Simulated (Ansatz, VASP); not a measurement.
Mg: VASP beside Ansatz

INCAR

```
  ALGO = Normal
  EDIFF = 1E-6
  ENCUT = 600
  GGA = PE
  GGA_COMPAT = False
  ISIF = 2
  ISMEAR = -5
  LASPH = True
  LCHARG = False
  LREAL = False
  LWAVE = False
  NBANDS = 7
  NELM = 120
  PREC = Accurate
  SIGMA = 0.1
```

The input KPOINTS:

```
k-points
0
Gamma
  10 10 10
```

The input POSCAR:

```
Mg
1.0
   -1.8359916300      1.8359916300      1.6794040200
    1.8359916300     -1.8359916300      1.6794040200
    1.8359916300      1.8359916300     -1.6794040200
Mg
1
Direct
    0.0000000000      0.0000000000      0.0000000000
```

Input for Ansatz:

```yaml
crystal:
  lattice:
    - [-1.83599163, 1.83599163, 1.67940402]
    - [1.83599163, -1.83599163, 1.67940402]
    - [1.83599163, 1.83599163, -1.67940402]
  atoms:
    - { symbol: Mg, position: [0.0, 0.0, 0.0] }
basis:
  ecutwfc: 420
kpoints:
  mp_grid: { grid: [10, 10, 10] }
hamiltonian:
  xc: pbe
scf:
  occupations: { method: tetrahedron }
  mixing: { algorithm: anderson, preconditioner: kerker_dos }
  max_iter: 52
output:
  forces: true
  stress: true
  eigenvalues: true
```

Alike in both runs: task single point; functional PBE; k mesh 10 × 10 × 10; occupations tetrahedron; no spin polarisation.

```csv
,VASP,Ansatz
version,VASP 6.6.1,Ansatz 0.2.0
potentials or method,"VASP PAW PBE potentials, release 64 (Mg), cutoff 600 eV","scalar-relativistic, plane waves, PAW"
valence electrons in the cell,2,10
```

|  | VASP | Ansatz | Ansatz less VASP |
| --- | --- | --- | --- |
| gap on the k mesh at the Fermi level (eV) | none | none | - |
| pressure (GPa) | 0.1 | 0.3 | +0.18 |
| traceless stress, the component that is largest in VASP (GPa) | 0.04 | -0.22 | -0.262 |

A gap of «none» marks a metal or a gap that the smearing closes. The functional is the same, so the differences come from potentials, cutoffs and numerics. VASP's potentials hold 2 valence electrons a cell and Ansatz's 10, so a difference there can come from the potentials and not from the codes. Ansatz's warnings: band table not solved further, tetrahedron derivatives may miss energy slope.
